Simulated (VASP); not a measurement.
# CuAu in VASP: a series of runs

The runs below take CuAu through single point, with PBE.

Everything below comes from runs of VASP 6.6.1. Logs are shortened: lines on timing, memory, paths and dates and some standing lists are left out, and cuts for length are marked.

### Step 1. The cell of the first run

The cell holds a sheet with vacuum, 2 atoms: a = 3.527 Å, b = 3.527 Å, c = 14.000 Å, α = 90.00°, β = 90.00°, γ = 90.00°.

### Step 2. Single point, PBE

INCAR reads:

```
PREC = Accurate
ENCUT = 520
EDIFF = 1E-6
ISMEAR = 0
SIGMA = 0.1
LREAL = False
LASPH = True
NELM = 60
ALGO = Normal
ISIF = 2
LWAVE = False
LCHARG = False
LDIPOL = True
IDIPOL = 3
DIPOL = 0.5 0.5 0.500
GGA = PE
NBANDS = 18
```

KPOINTS reads:

```
Automatic mesh
0
Gamma
  6 6 1
```

POSCAR reads:

```
CuAu
1.0
    3.5270390000      0.0000000000      0.0000000000
    0.0000000000      3.5270390000      0.0000000000
    0.0000000000      0.0000000000     14.0000000000
Cu Au
1 1
Direct
    0.0000000000      0.0000000000      0.5000000000
    0.5000000000      0.5000000000      0.5000000000
```

Potentials or basis: VASP PAW PBE potentials, release 64 (Cu, Au).

On the command line:

```
$ cat potpaw_PBE.64/Cu/POTCAR potpaw_PBE.64/Au/POTCAR > POTCAR
$ mpirun -np 1 vasp_std > vasp.out
```

OUTCAR:

```text
PREC = Accurate
   ENCUT = 520
   EDIFF = 1E-6
   ISMEAR = 0
   LREAL = False
   LASPH = True
   NELM = 60
   ISIF = 2
   GGA = PE

 ion  position               nearest neighbor table
   1  0.000  0.000  0.500-   2 2.49   2 2.49   2 2.49   2 2.49
   2  0.500  0.500  0.500-   1 2.49   1 2.49   1 2.49   1 2.49

  LATTYP: Found a simple tetragonal cell.
 ALAT       =     3.5270390000
 C/A-ratio  =     3.9693351846

  Lattice vectors:

 A1 = (   3.5270390000,   0.0000000000,   0.0000000000)
 A2 = (   0.0000000000,   3.5270390000,   0.0000000000)
 A3 = (   0.0000000000,   0.0000000000,  14.0000000000)

Analysis of symmetry for initial positions (statically):
=====================================================================
 Subroutine PRICEL returns:
 Original cell was already a primitive cell.

 Routine SETGRP: Setting up the symmetry group for a
 simple tetragonal supercell.

 Subroutine GETGRP returns: Found 16 space group operations
 (whereof 16 operations were pure point group operations)
 out of a pool of 16 trial point group operations.

The static configuration has the point symmetry D_4h.

Analysis of symmetry for dynamics (positions and initial velocities):
=====================================================================
 Subroutine PRICEL returns:
 Original cell was already a primitive cell.

 Routine SETGRP: Setting up the symmetry group for a
 simple tetragonal supercell.

 Subroutine GETGRP returns: Found 16 space group operations
 (whereof 16 operations were pure point group operations)
 out of a pool of 16 trial point group operations.

The dynamic configuration has the point symmetry D_4h.

 Subroutine INISYM returns: Found 16 space group operations
 (whereof 16 operations are pure point group operations),
 and found     1 'primitive' translations

----------------------------------------------------------------------------------------

                                     Primitive cell

  volume of cell :     174.1601

  direct lattice vectors                    reciprocal lattice vectors
     3.527039000  0.000000000  0.000000000     0.283523942  0.000000000  0.000000000
     0.000000000  3.527039000  0.000000000     0.000000000  0.283523942  0.000000000
     0.000000000  0.000000000 14.000000000     0.000000000  0.000000000  0.071428571

  length of vectors
     3.527039000  3.527039000 14.000000000     0.283523942  0.283523942  0.071428571

  position of ions in fractional coordinates (direct lattice)
     0.000000000  0.000000000  0.500000000
     0.500000000  0.500000000  0.500000000

  ion indices of the primitive-cell ions
   primitive index   ion index
                 1           1
                 2           2

----------------------------------------------------------------------------------------

 KPOINTS: Automatic mesh

Automatic generation of k-mesh.
 Grid dimensions read from file:
 generate k-points for:    6    6    1

 Generating k-lattice:

  Cartesian coordinates                     Fractional coordinates (reciprocal lattice)
     0.047253990  0.000000000  0.000000000     0.166666667  0.000000000  0.000000000
     0.000000000  0.047253990  0.000000000     0.000000000  0.166666667  0.000000000
     0.000000000  0.000000000  0.071428571     0.000000000  0.000000000  1.000000000

  Length of vectors
     0.047253990  0.047253990  0.071428571

  Shift w.r.t. Gamma in fractional coordinates (k-lattice)
     0.000000000  0.000000000  0.000000000

 Subroutine IBZKPT returns following result:
 ===========================================

 Found     10 irreducible k-points:

 Following reciprocal coordinates:
            Coordinates               Weight
  0.000000  0.000000  0.000000      1.000000
  0.166667  0.000000  0.000000      4.000000
  0.333333  0.000000  0.000000      4.000000
  0.500000  0.000000  0.000000      2.000000
  0.166667  0.166667  0.000000      4.000000
  0.333333  0.166667  0.000000      8.000000
  0.500000  0.166667  0.000000      4.000000
  0.333333  0.333333  0.000000      4.000000
  0.500000  0.333333  0.000000      4.000000
  0.500000  0.500000  0.000000      1.000000
   k-points           NKPTS =     10   k-points in BZ     NKDIM =     10   number of bands    NBANDS=     18
   number of dos      NEDOS =    301   number of ions     NIONS =      2
   total plane-waves  NPLWV =  84672
   dimension x,y,z NGX =    28 NGY =   28 NGZ =  108
   dimension x,y,z NGXF=    56 NGYF=   56 NGZF=  216
   ions per type =               1   1
   NGX,Y,Z   is equivalent  to a cutoff of  13.20, 13.20, 12.82 a.u.
   NGXF,Y,Z  is equivalent  to a cutoff of  26.40, 26.40, 25.65 a.u.
 SYSTEM =  unknown system
   PREC   = accura    normal or accurate (medium, high low for compatibility)
   ISTART =      0    job   : 0-new  1-cont  2-samecut
   ICHARG =      2    charge: 1-file 2-atom 10-const
   ISPIN  =      1    spin polarized calculation?
   LNONCOLLINEAR =      F non collinear calculations
   LSORBIT =      F    spin-orbit coupling
   LASPH  =      T    aspherical Exc in radial PAW
   ENCUT  =  520.0 eV  38.22 Ry    6.18 a.u.   6.56  6.56 26.03*2*pi/ulx,y,z
   NELM   =     60;   NELMIN=  2; NELMDL= -5     # of ELM steps
   EDIFF  = 0.1E-05   stopping-criterion for ELM
   LREAL  =      F    real-space projection
   EDIFFG = 0.1E-04   stopping-criterion for IOM
   NSW    =      0    number of steps for IOM
   IBRION =     -1    ionic relax: 0-MD 1-quasi-New 2-CG
   NFREE  =      0    steps in history (QN), initial steepest desc. (CG)
   ISIF   =      2    stress and relaxation
   ISYM   =      2    0-nonsym 1-usesym 2-fastsym
   POTIM  = 0.5000    time-step for ionic-motion
   TEBEG  =    0.0;   TEEND  =   0.0 temperature during run
   PSTRESS=    0.0 pullay stress
   NELECT =      22.0000    total number of electrons
   NUPDOWN=      -1.0000    fix difference up-down
   EMIN   =  10.00;   EMAX   =-10.00  energy-range for DOS
   EFERMI =   0.00;   METHOD = LEGACY
   ISMEAR =     0;   SIGMA  =   0.10  broadening in eV -4-tet -1-fermi 0-gaus
   EFERMI_NEDOS =   21; number of points for ismear=-14 and -15
   IALGO  =     38    algorithm
   IMIX   =      4    mixing-type and parameters
     AMIX     =   0.40;   BMIX     =  1.00
     AMIX_MAG =   1.60;   BMIX_MAG =  1.00
  volume/ion in A,a.u.               =      87.08       587.65
  Fermi-wavevector in a.u.,A,eV,Ry     =   0.821422  1.552262  9.180309  0.674734
  Thomas-Fermi vector in A             =   1.932578
   LORBIT       =      0    0 simple, 1 ext, 2 COOP (PROOUT), +10 PAW based schemes
   GGA     = PE    functional components
   LHFCALC =     F    Hartree Fock is set to
   AEXX    =    0.0000 exact exchange contribution
   IVDW    =     0    specifies the selected vdW correction
   LEPSILON=     F    determine dielectric tensor
   LRPA    =     F    only Hartree local field effects (RPA)
 non-spin polarized calculation
 Gauss-broadening in eV      SIGMA  =   0.10
  energy-cutoff  :      520.00
  volume of cell :      174.16
 maximum number of plane-waves:      4709
 NGX is ok and might be reduce to    28
   NGX = 13   NGY = 13   NGZ = 53

 dipolmoment           0.000000      0.000000     -0.000000 electrons x Angstroem

 number of electron      21.9999992 magnetization

 dipolmoment           0.000000      0.000000      0.000000 electrons x Angstroem

 Free energy of the ion-electron system (eV)
  ---------------------------------------------------
  ext. energy  EPLUGINS =         0.00000000
  ---------------------------------------------------
  free energy    TOTEN  =        -5.61996949 eV

  energy without entropy =       -5.61996364  energy(sigma->0) =       -5.61996657

 E-fermi :  -3.1119     XC(G=0):  -3.2222

 val. band max:       -3.3970057723   @ k =   0.5000   0.1667   0.0000
 cond. band min:      -2.8571027769   @ k =   0.0000   0.0000   0.0000
 fundamental gap:      0.5399029954
 Fermi energy:        -3.1118864640

 k-point     1 :       0.0000    0.0000    0.0000
  band No.  band energies     occupation
      1      -9.3188      2.00000
      2      -7.8430      2.00000
      3      -7.5516      2.00000
      4      -5.9736      2.00000
      5      -5.9736      2.00000
      6      -5.7062      2.00000
[... 10 lines left out ...]
     17       3.8674      0.00000
     18       6.2857      0.00000

 k-point     2 :       0.1667    0.0000    0.0000
  band No.  band energies     occupation
      1      -8.9118      2.00000
      2      -7.6109      2.00000
      3      -7.4068      2.00000
      4      -6.0538      2.00000
      5      -5.8977      2.00000
      6      -5.6247      2.00000
[... 10 lines left out ...]
     17       4.7731      0.00000
     18       6.6495      0.00000

 k-point     3 :       0.3333    0.0000    0.0000
  band No.  band energies     occupation
      1      -7.9449      2.00000
      2      -7.0173      2.00000
      3      -6.8533      2.00000
      4      -6.2202      2.00000
      5      -5.7191      2.00000
      6      -5.4402      2.00000
[... 10 lines left out ...]
     17       4.7626      0.00000
     18       6.8782      0.00000

 k-point     4 :       0.5000    0.0000    0.0000
  band No.  band energies     occupation
      1      -7.4378      2.00000
      2      -6.7056      2.00000
      3      -6.3048      2.00000
      4      -5.6080      2.00000
      5      -5.5892      2.00000
      6      -5.5565      2.00000
[... 81 lines left out ...]
      4      -6.2894      2.00000
      5      -6.2225      2.00000
      6      -5.0501      2.00000
[... 10 lines left out ...]
     17       5.4482      0.00000
     18       5.6869      0.00000

 k-point     9 :       0.5000    0.3333    0.0000
  band No.  band energies     occupation
      1      -7.8064      2.00000
      2      -6.6781      2.00000
      3      -6.5184      2.00000
      4      -6.4072      2.00000
      5      -5.7470      2.00000
      6      -4.9900      2.00000
[... 10 lines left out ...]
     17       6.1053      0.00000
     18       6.1086      0.00000

 k-point    10 :       0.5000    0.5000    0.0000
  band No.  band energies     occupation
      1      -8.0258      2.00000
      2      -6.6622      2.00000
      3      -6.5771      2.00000
      4      -6.5771      2.00000
      5      -5.4113      2.00000
      6      -4.9553      2.00000
[... 10 lines left out ...]
     17       6.7458      0.00000
     18       6.7458      0.00000

------------------------ aborting loop because EDIFF is reached ----------------------------------------

 vacuum level on the upper side and lower side of the slab       (xc-potential included)        -0.113        -0.113

  FORCE on cell =-STRESS in cart. coord.  units (eV):
  Direction    XX          YY          ZZ          XY          YZ          ZX
  --------------------------------------------------------------------------------------
  -------------------------------------------------------------------------------------
  Total        0.2902749      0.2902749     -0.0202169      0.0000000     -0.0000000      0.0000000
  in kB        2.6703708      2.6703708     -0.1859843      0.0000000     -0.0000000      0.0000000
  external PRESSURE =       1.7182524 kB  Pullay stress =       0.0000000 kB

 VOLUME and BASIS-vectors are now :
 -----------------------------------------------------------------------------
  energy-cutoff  :      520.00
  volume of cell :      174.16
      direct lattice vectors                 reciprocal lattice vectors
     3.527039000  0.000000000  0.000000000     0.283523942  0.000000000  0.000000000
     0.000000000  3.527039000  0.000000000     0.000000000  0.283523942  0.000000000
     0.000000000  0.000000000 14.000000000     0.000000000  0.000000000  0.071428571

 POSITION                                       TOTAL-FORCE (eV/Angst)
 -----------------------------------------------------------------------------------
      0.00000      0.00000      7.00000         0.000000      0.000000      0.000000
      1.76352      1.76352      7.00000         0.000000      0.000000      0.000000
 -----------------------------------------------------------------------------------
    total drift:                               -0.000000      0.000000      0.000000

  FREE ENERGIE OF THE ION-ELECTRON SYSTEM (eV)
  ---------------------------------------------------
  free  energy   TOTEN  =        -5.6199694920 eV

  energy  without entropy=       -5.6199636427  energy(sigma->0) =       -5.61996657

 vacuum level on the upper side and lower side of the slab         2.134         2.134
```

It took 25 s on 1 thread of AMD EPYC 9R45 (Zen 5), shared host; peak memory 0.25 GiB.

What came out:

```yaml
Free_energy: -5.6200 eV
Band_gap_on_the_k_mesh: zero (band 11 reaches -1.61 eV, above the bottom of band 12 at -3.74 eV)
```

Levels at points of the mesh, in eV from the Fermi level:
```tsv
k point	band 9	band 10	band 11	band 12	band 13	band 14
(0.00, 0.00, 0.00)	-0.91	-0.57	0.25	1.34	4.96	6.01
(0.50, 0.00, 0.00)	-1.31	-1.31	-1.18	-0.63	5.05	5.76
(0.50, 0.50, 0.00)	-0.77	-0.77	1.50	1.50	3.05	5.33
```

Caveat: spin-orbit coupling is left out, which moves the levels of the heavy elements.

### Step 3. Single point, PBE

INCAR reads:

```
SYSTEM = CuAu
  ALGO = Normal
  DIPOL = 0.5 0.5 0.500
  EDIFF = 1E-6
  ENCUT = 520
  GGA = PE
  IDIPOL = 3
  ISIF = 2
  ISMEAR = 0
  LASPH = .True.
  LCHARG = .False.
  LDIPOL = .True.
  LREAL = .False.
  LWAVE = .False.
  NBANDS = 18
  NELM = 60
  PREC = Accurate
  SIGMA = 0.1
```

KPOINTS reads:

```
k-points
0
Gamma
  6 6 1
  0 0 0
```

POSCAR is that of step 2.

Potentials or basis: VASP PAW PBE potentials, release 64 (Cu, Au).

On the command line:

```
$ cat potpaw_PBE.64/Cu/POTCAR potpaw_PBE.64/Au/POTCAR > POTCAR
$ mpirun -np 1 vasp_std > vasp.out
```

OUTCAR:

```text
SYSTEM = CuAu
   EDIFF = 1E-6
   ENCUT = 520
   GGA = PE
   ISIF = 2
   ISMEAR = 0
   LASPH = .True.
   LREAL = .False.
   NELM = 60
   PREC = Accurate

 ion  position               nearest neighbor table
   1  0.000  0.000  0.500-   2 2.49   2 2.49   2 2.49   2 2.49
   2  0.500  0.500  0.500-   1 2.49   1 2.49   1 2.49   1 2.49

  LATTYP: Found a simple tetragonal cell.
 ALAT       =     3.5270390000
 C/A-ratio  =     3.9693351846

  Lattice vectors:

 A1 = (   3.5270390000,   0.0000000000,   0.0000000000)
 A2 = (   0.0000000000,   3.5270390000,   0.0000000000)
 A3 = (   0.0000000000,   0.0000000000,  14.0000000000)

Analysis of symmetry for initial positions (statically):
=====================================================================
 Subroutine PRICEL returns:
 Original cell was already a primitive cell.

 Routine SETGRP: Setting up the symmetry group for a
 simple tetragonal supercell.

 Subroutine GETGRP returns: Found 16 space group operations
 (whereof 16 operations were pure point group operations)
 out of a pool of 16 trial point group operations.
[... 152 lines left out ...]

 E-fermi :  -3.1119     XC(G=0):  -3.2222

 val. band max:       -3.3970057723   @ k =   0.5000   0.1667   0.0000
 cond. band min:      -2.8571027769   @ k =   0.0000   0.0000   0.0000
 fundamental gap:      0.5399029954
 Fermi energy:        -3.1118864640

 k-point     1 :       0.0000    0.0000    0.0000
  band No.  band energies     occupation
      1      -9.3188      2.00000
      2      -7.8430      2.00000
      3      -7.5516      2.00000
      4      -5.9736      2.00000
      5      -5.9736      2.00000
      6      -5.7062      2.00000
[... 187 lines left out ...]
      5      -5.4113      2.00000
      6      -4.9553      2.00000
[... 10 lines left out ...]
     17       6.7458      0.00000
     18       6.7458      0.00000

------------------------ aborting loop because EDIFF is reached ----------------------------------------

 vacuum level on the upper side and lower side of the slab       (xc-potential included)        -0.113        -0.113

  FORCE on cell =-STRESS in cart. coord.  units (eV):
  Direction    XX          YY          ZZ          XY          YZ          ZX
  --------------------------------------------------------------------------------------
  -------------------------------------------------------------------------------------
  Total        0.2902749      0.2902749     -0.0202169      0.0000000     -0.0000000      0.0000000
  in kB        2.6703708      2.6703708     -0.1859843      0.0000000     -0.0000000      0.0000000
  external PRESSURE =       1.7182524 kB  Pullay stress =       0.0000000 kB

 VOLUME and BASIS-vectors are now :
 -----------------------------------------------------------------------------
  energy-cutoff  :      520.00
  volume of cell :      174.16
      direct lattice vectors                 reciprocal lattice vectors
     3.527039000  0.000000000  0.000000000     0.283523942  0.000000000  0.000000000
     0.000000000  3.527039000  0.000000000     0.000000000  0.283523942  0.000000000
     0.000000000  0.000000000 14.000000000     0.000000000  0.000000000  0.071428571

 POSITION                                       TOTAL-FORCE (eV/Angst)
 -----------------------------------------------------------------------------------
      0.00000      0.00000      7.00000         0.000000      0.000000      0.000000
      1.76352      1.76352      7.00000         0.000000      0.000000      0.000000
 -----------------------------------------------------------------------------------
    total drift:                               -0.000000      0.000000      0.000000

  FREE ENERGIE OF THE ION-ELECTRON SYSTEM (eV)
  ---------------------------------------------------
  free  energy   TOTEN  =        -5.6199694920 eV

  energy  without entropy=       -5.6199636427  energy(sigma->0) =       -5.61996657

 vacuum level on the upper side and lower side of the slab         2.134         2.134
```

OSZICAR:

```text
N       E                     dE             d eps       ncg     rms          rms(c)
DAV:   1     0.147616598872E+03    0.14762E+03   -0.81127E+03   360   0.986E+02
DAV:   2     0.566138675691E+01   -0.14196E+03   -0.12877E+03   400   0.215E+02
DAV:   3    -0.587406251590E+01   -0.11535E+02   -0.10784E+02   454   0.676E+01
[... 13 lines left out ...]
DAV:  17    -0.561993064763E+01   -0.22489E-04   -0.53109E-06   404   0.739E-02    0.237E-03
DAV:  18    -0.561996247081E+01   -0.31823E-04   -0.16037E-06   346   0.902E-03    0.665E-04
DAV:  19    -0.561996639002E+01   -0.39192E-05   -0.14263E-07   292   0.354E-03    0.361E-04
DAV:  20    -0.561996940184E+01   -0.30118E-05   -0.16787E-07   294   0.262E-03    0.575E-05
DAV:  21    -0.561996949197E+01   -0.90125E-07   -0.96521E-09   320   0.858E-04
   1 F= -.56199695E+01 E0= -.56199666E+01  d E =-.584925E-05
```

It took 25 s on 1 thread of AMD EPYC 9R45 (Zen 5), shared host; peak memory 0.25 GiB.

Results:

* Free energy: -5.6200 eV
* Band gap on the k mesh: zero (band 11 reaches -1.61 eV, above the bottom of band 12 at -3.74 eV)

Levels at points of the mesh, in eV from the Fermi level:
| k point | band 7 | band 8 | band 9 | band 10 | band 11 | band 12 | band 13 | band 14 | band 15 | band 16 |
| --- | --- | --- | --- | --- | --- | --- | --- | --- | --- | --- |
| (0.00, 0.00, 0.00) | -0.96 | -0.91 | -0.91 | -0.57 | 0.25 | 1.34 | 4.96 | 6.01 | 6.51 | 6.98 |
| (0.50, 0.00, 0.00) | -1.89 | -1.60 | -1.31 | -1.31 | -1.18 | -0.63 | 5.05 | 5.76 | 7.85 | 7.93 |
| (0.50, 0.50, 0.00) | -1.38 | -1.06 | -0.77 | -0.77 | 1.50 | 1.50 | 3.05 | 5.33 | 6.74 | 7.23 |

Caveat: spin-orbit coupling is left out, which moves the levels of the heavy elements.

(Continued in part 2 of 2.)
